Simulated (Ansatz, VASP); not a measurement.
**Ag in VASP and in Ansatz**

```
Ag
1.0
     2.93633    0.00000    0.00000
    -1.46816    2.54293    0.00000
     0.00000    0.00000   29.08322
Ag
4
Direct
  0.66667 0.33333 0.53321
  0.33333 0.66667 0.61682
  0.00000 0.00000 0.69889
  0.66667 0.33333 0.78101
```

Alike in both runs: task single point; functional PBE; k mesh 21 × 21 × 1; occupations methfessel-paxton of order 1, width 0.1 eV; no spin polarisation.

```csv
,VASP,Ansatz
version,VASP 6.6.1,Ansatz 0.2.0
potentials or method,"VASP PAW PBE potentials, release 64 (Ag), cutoff 400 eV","scalar-relativistic, plane waves, PAW"
valence electrons in the cell,44,76
```

VASP gave:

- gap on the k mesh at the Fermi level (eV): none
- rms of the force components (eV/Å): 0.037

Problem. Estimate Ansatz's values.

Solution. gap on the k mesh at the Fermi level (eV): none; rms of the force components (eV/Å): 0.036.

Atom by atom the forces differ by 0.001 eV/Å (rms over components). A gap of «none» marks a metal or a gap that the smearing closes. The functional is the same, so the differences come from potentials, cutoffs and numerics. VASP's potentials hold 44 valence electrons a cell and Ansatz's 76, so a difference there can come from the potentials and not from the codes. Ansatz's warnings: xc potential rough in thin density.
